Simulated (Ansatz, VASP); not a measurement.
**Hf in VASP and in Ansatz**

```xyz
2
Lattice="0.0000 3.2700 3.2700 3.2700 0.0000 3.2700 3.2700 3.2700 0.0000" Properties=species:S:1:pos:R:3 pbc="T T T"
Hf    0.0000    0.0000    0.0000
Hf    1.6350    1.6350    1.6650
```

Alike in both runs: task single point; functional PBE; k mesh 10 × 10 × 10; occupations fermi-dirac, width 0.03 eV; no spin polarisation.

|  | VASP | Ansatz |
| --- | --- | --- |
| version | VASP 6.6.1 | Ansatz 0.2.0 |
| potentials or method | VASP PAW PBE potentials, release 64 (Hf_pv), cutoff 520 eV | all-electron LAPW, scalar-relativistic |

Ansatz gave:

- pressure (GPa): 0.0
- traceless stress, the component that is largest in VASP (GPa): -0.74
- rms of the force components (eV/Å): 0.041

Task: Which values does VASP return?

Result: Pressure (GPa): -0.2; traceless stress, the component that is largest in VASP (GPa): -0.73; rms of the force components (eV/Å): 0.042.

Atom by atom the forces differ by 0.001 eV/Å (rms over components). Ansatz ran all-electron here, and VASP with PAW potentials.

Neither program's run includes spin-orbit coupling.
